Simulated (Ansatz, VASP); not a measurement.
**Hf2Si3 in VASP and in Ansatz**

```
Hf Si
1.0
     2.62068   -2.76437    0.00000
     2.62068    2.76437    0.00000
     0.00000    0.00000    6.65996
Hf Si
2 3
Direct
  0.50000 0.50000 0.32876
  0.50000 0.50000 0.67124
  0.50000 0.50000 0.00000
  0.00000 0.50000 0.00000
  0.50000 0.00000 0.00000
```

Alike in both runs: task single point; functional PBE; k mesh 4 × 4 × 4; occupations gaussian, width 0.1 eV; no spin polarisation.

|  | VASP | Ansatz |
| --- | --- | --- |
| version | VASP 6.6.1 | Ansatz 0.2.0 |
| potentials or method | VASP PAW PBE potentials, release 64 (Hf_pv, Si), cutoff 520 eV | scalar-relativistic, plane waves, PAW |
| valence electrons in the cell | 32 | 64 |

|  | VASP | Ansatz | Ansatz less VASP |
| --- | --- | --- | --- |
| gap on the k mesh at the Fermi level (eV) | none | none | - |
| rms of the force components (eV/Å) | 0.609 | 0.645 | +0.0359 |

Atom by atom the forces differ by 0.036 eV/Å (rms over components). A gap of «none» marks a metal or a gap that the smearing closes. The functional is the same, so the differences come from potentials, cutoffs and numerics. VASP's potentials hold 32 valence electrons a cell and Ansatz's 64, so a difference there can come from the potentials and not from the codes.

The k mesh is coarse, so the values compare programs but aren't converged. Spin-orbit coupling is off throughout.
